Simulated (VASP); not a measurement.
A run of VASP 6.6.1:

The input INCAR:

```
ALGO = Normal
EDIFF = 1E-6
ENCUT = 520
GGA = PE
GGA_COMPAT = False
ISIF = 2
ISMEAR = -1
LASPH = True
LCHARG = False
LREAL = Auto
LWAVE = False
NBANDS = 86
NELM = 120
NELMDL = -8
PREC = Accurate
SIGMA = 0.02
```

KPOINTS

```
k-points
0
Gamma
  1 1 1
```

POSCAR

```
C
1.0
    9.8640000000      0.0000000000      0.0000000000
   -4.9320000000      8.5424750000      0.0000000000
    0.0000000000      0.0000000000     13.0000000000
C
32
Direct
   -0.0002618214     -0.0005033670      0.0753307692
    0.1631795019      0.0808196688      0.0690384615
    0.0095255795      0.2578994963      0.0895076923
    0.1647648812      0.3368695840      0.0737923077
    0.0060216471      0.5063052570      0.0731538462
    0.1764029049      0.5870312761      0.0619307692
    0.0028066926      0.7506255506      0.0705846154
    0.1630666894      0.8351560877      0.0680461538
    0.2524475809      0.0064969461      0.0677153846
    0.4111844638      0.0781272406      0.0756384615
    0.2434506376      0.2447885420      0.0627692308
    0.4114944878      0.3196029254      0.0672153846
    0.2508606123      0.4976660745      0.0622230769
    0.4085487699      0.5760391456      0.0716615385
    0.2569355623      0.7559635820      0.0611846154
    0.4243856310      0.8372749115      0.0692153846
    0.5085676384      0.0072812622      0.0743846154
    0.6751550125      0.0912264888      0.0912076923
    0.4968807821      0.2522571035      0.0840461538
    0.6492639940      0.3261232839      0.0939769231
    0.4857069643      0.4885469375      0.0802384615
    0.6650290636      0.5798553698      0.0970000000
    0.4996742682      0.7416234756      0.0724000000
    0.6711495778      0.8380006965      0.0720769231
    0.7540043862      0.0050687886      0.0785000000
    0.9148761885      0.0770151508      0.0887769231
    0.7548273158      0.2564713388      0.1045769231
    0.9232048914      0.3395971308      0.0964307692
    0.7362598584      0.4969519958      0.0860153846
    0.9166978217      0.5869844512      0.0737923077
    0.7495683352      0.7472307499      0.0784692308
    0.9209844142      0.8289517968      0.0706461538
```

Potentials or basis: VASP PAW PBE potentials, release 64 (C).

Command:

```bash
$ cat potpaw_PBE.64/C/POTCAR > POTCAR
$ mpirun -np 1 vasp_gam > vasp.out
```

Hardware: 1 thread of Intel(R) Xeon(R) Platinum 8375C CPU @ 2.90GHz (Ice Lake) (shared host).

Q: Estimate the wall time of this run.

A: It took 3.6 min on 1 thread of Intel(R) Xeon(R) Platinum 8375C CPU @ 2.90GHz (Ice Lake), on a shared host, peak memory 1 GiB. Counts: scf iterations 26, k points 1.
